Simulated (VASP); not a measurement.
# BaTiO3 (R3m) in VASP: a series of runs, part 2 of 2

VASP 6.6.1.

## (5) Single point, PBE

This run uses another cell than the first one, of 13.38 Å³/atom.

INCAR

```
SYSTEM = BaTiO3
PREC = Accurate
ENCUT = 520
EDIFF = 1E-6
ISMEAR = 0
SIGMA = 0.02
LREAL = .FALSE.
LASPH = .TRUE.
NELM = 60
ALGO = Normal
ISIF = 2
LWAVE = .FALSE.
LCHARG = .TRUE.
GGA = PE
LELF = .TRUE.
LVHAR = .TRUE.
NBANDS = 28
```

KPOINTS

```
Automatic mesh
0
G
  6 6 6
  0 0 0
```

POSCAR

```
BaTiO3
1.0
    2.8628964670      1.6528940459      2.3563485123
   -2.8628964670      1.6528940459      2.3563485123
    0.0000000000     -3.3057880917      2.3563485123
Ba Ti O
1 1 3
Direct
    0.0050105865      0.0050105865      0.0050105865
    0.5191677358      0.5191677358      0.5191677358
    0.4883657726      0.4883657726      0.9777901826
    0.4883657726      0.9777901826      0.4883657726
    0.9777901826      0.4883657726      0.4883657726
```

The run is started by

```sh
$ cat potpaw_PBE.64/Ba_sv/POTCAR potpaw_PBE.64/Ti_sv/POTCAR potpaw_PBE.64/O/POTCAR > POTCAR
$ mpirun -np 1 vasp_std > vasp.out
```

It took 88 s on 1 thread of Intel Xeon 8259CL, shared host; peak memory 0.21 GiB.

It converged, with:

- Free energy: -40.0548 eV
- Pressure: 1.6 GPa
- Largest force: 0.086 eV/Å
- Band gap on the k mesh: 2.58 eV (least direct gap 3.12 eV)

Forces on the atoms (eV/Å):
```
Ba   0.000  0.000 -0.047
Ti   0.000  0.000 -0.086
O    0.000 -0.031  0.044
O   -0.027  0.016  0.044
O    0.027  0.016  0.044
```

Stress tensor (GPa, compression positive):
```
1.64 0.00 0.00
0.00 1.64 0.00
0.00 0.00 1.53
```

Levels at points of the mesh, in eV from the valence-band top:
```csv
k point,band 16,band 17,band 18,band 19,band 20,band 21,band 22,band 23,band 24,band 25
"(0.00, 0.00, 0.00)",-1.35,-0.99,-0.69,-0.54,-0.54,2.58,2.58,2.76,4.49,4.49
"(0.50, 0.00, 0.00)",-2.01,-1.64,-1.52,-1.05,-0.88,2.74,3.72,3.87,4.45,5.90
"(0.50, 0.50, 0.00)",-2.58,-1.58,-0.92,-0.84,-0.09,3.81,3.83,4.13,4.88,7.48
"(0.50, 0.50, 0.50)",-2.38,-2.32,-0.03,-0.03,0.00,4.16,4.38,4.38,6.39,6.39
```

Caveat: spin-orbit coupling is left out, which moves the levels of the heavy elements. A k mesh can miss the band edges.

## (6) Single point, PBE (13.78 Å³/atom)

This run uses another cell than the first one, of 13.78 Å³/atom.

INCAR

```
  ALGO = Normal
  EDIFF = 1E-6
  ENCUT = 520
  GGA = PE
  ISIF = 2
  ISMEAR = 0
  LASPH = True
  LCHARG = False
  LREAL = False
  LWAVE = False
  NBANDS = 28
  NELM = 100
  PREC = Accurate
  SIGMA = 0.02
```

KPOINTS

```
k-points
0
Gamma
  6 6 6
```

POSCAR

```
BaTiO3
1.0
    2.8881723169      1.6674870647      2.3847443720
   -2.8881723169      1.6674870647      2.3847443720
    0.0000000000     -3.3349741293      2.3847443721
Ba Ti O
1 1 3
Direct
    0.0073516732      0.0073516732      0.0073516732
    0.5225498396      0.5225498396      0.5225498396
    0.4874226965      0.4874226965      0.9739531443
    0.4874226965      0.9739531443      0.4874226965
    0.9739531443      0.4874226965      0.4874226965
```

Potentials or basis: VASP PAW PBE potentials, release 64 (Ba_sv, Ti_sv, O).

The run is started by

```sh
$ cat potpaw_PBE.64/Ba_sv/POTCAR potpaw_PBE.64/Ti_sv/POTCAR potpaw_PBE.64/O/POTCAR > POTCAR
$ mpirun -np 1 vasp_std > vasp.out
```

OUTCAR:

```text
EDIFF = 1E-6
   ENCUT = 520
   GGA = PE
   ISIF = 2
   ISMEAR = 0
   LASPH = True
   LREAL = False
   NELM = 100
   PREC = Accurate

 ion  position               nearest neighbor table
   1  0.007  0.007  0.007-   4 2.80   5 2.80   3 2.80   3 2.89   3 2.89   5 2.89   4 2.89   4 2.89
                             5 2.89   5 3.03   4 3.03   3 3.03   2 3.47   2 3.51   2 3.51   2 3.51
   2  0.523  0.523  0.523-   4 1.86   5 1.86   3 1.86   4 2.26   5 2.26   3 2.26   1 3.47   1 3.51
                             1 3.51   1 3.51   1 3.58   1 3.58   1 3.58   1 3.69
[... 952 lines left out ...]
  -------------------------------------------------------------------------------------
  Total       -0.4452510     -0.4452510     -0.4720618      0.0000000      0.0000000      0.0000000
  in kB      -10.3523000    -10.3523000    -10.9756642      0.0000000      0.0000000      0.0000000
  external PRESSURE =     -10.5600880 kB  Pullay stress =       0.0000000 kB

 VOLUME and BASIS-vectors are now :
 -----------------------------------------------------------------------------
  energy-cutoff  :      520.00
  volume of cell :       68.91
      direct lattice vectors                 reciprocal lattice vectors
     2.888172317  1.667487065  2.384744372     0.173119864  0.099950800  0.139777385
    -2.888172317  1.667487065  2.384744372    -0.173119864  0.099950800  0.139777385
     0.000000000 -3.334974129  2.384744372     0.000000000 -0.199901601  0.139777385

 POSITION                                       TOTAL-FORCE (eV/Angst)
 -----------------------------------------------------------------------------------
      0.00000      0.00000      0.05260         0.000000     -0.000000     -0.050810
      0.00000      0.00000      3.73844         0.000000     -0.000000     -0.104911
      0.00000     -1.62257      4.64739         0.000000     -0.038805      0.051907
     -1.40518      0.81128      4.64739        -0.033606      0.019403      0.051907
      1.40518      0.81128      4.64739         0.033606      0.019403      0.051907
 -----------------------------------------------------------------------------------
    total drift:                                0.000000     -0.000008     -0.000132

  FREE ENERGIE OF THE ION-ELECTRON SYSTEM (eV)
  ---------------------------------------------------
  free  energy   TOTEN  =       -40.0534130727 eV

  energy  without entropy=      -40.0534130727  energy(sigma->0) =      -40.05341307
```

stdout:

```text
POSCAR found type information on POSCAR BaTiO
 POSCAR found :  3 types and       5 ions
 scaLAPACK will be used
 LDA part: xc-table for (Slater+PW92), standard interpolation
 POSCAR, INCAR and KPOINTS ok, starting setup
 FFT: planning ... GRIDC
 FFT: planning ... GRID_SOFT
 FFT: planning ... GRID
 WAVECAR not read
 entering main loop
```

It took 74 s on 1 thread of Intel Xeon 8259CL, shared host; peak memory 0.21 GiB.

Results:

```
Free energy            : -40.0534 eV
Pressure               : -1.1 GPa
Largest force          : 0.105 eV/Å
Band gap on the k mesh : 2.75 eV (least direct gap 3.34 eV)
```

Forces in eV/Å, atoms in the order of the input:
```
Ba   0.000  0.000 -0.051
Ti   0.000  0.000 -0.105
O    0.000 -0.039  0.052
O   -0.034  0.019  0.052
O    0.034  0.019  0.052
```

Caveat: spin-orbit coupling is left out, which moves the levels of the heavy elements. A k mesh can miss the band edges.

## (7) The runs side by side

```tsv
task	spin	cell	cutoff (eV)	smearing	gap on the mesh (eV)	pressure (GPa)	largest force (eV/Å)
relaxation of shape and atoms at fixed volume	off	relaxed from a = 4.139 Å, angles 89.6°, 5 atoms, atomic positions A	600	gaussian 0.02 eV	2.82	-3.8	0.01
relaxation of shape and atoms at fixed volume	off	relaxed from a = 4.191 Å, angles 89.4°, 5 atoms, atomic positions B	600	gaussian 0.02 eV	2.94	-6.0	0.01
single point	collinear	a = 4.060 Å, angles 89.7°, 5 atoms, atomic positions C	520	gaussian 0.1 eV	2.58	1.6	0.09
single point	off	a = 4.060 Å, angles 89.7°, 5 atoms, atomic positions C	520	gaussian 0.02 eV	2.58	1.6	0.09
single point	off	a = 4.100 Å, angles 89.6°, 5 atoms, atomic positions A	520	gaussian 0.02 eV	2.75	-1.1	0.10
```

Alike in all rows: level PBE; potentials or basis VASP PAW PBE potentials, release 64 (Ba_sv, Ti_sv, O); k mesh 6 × 6 × 6.

Caveats: spin-orbit coupling is left out, which moves the levels of the heavy elements.

Total energies depend on the potentials used, so only differences within one code and one set of settings carry meaning.
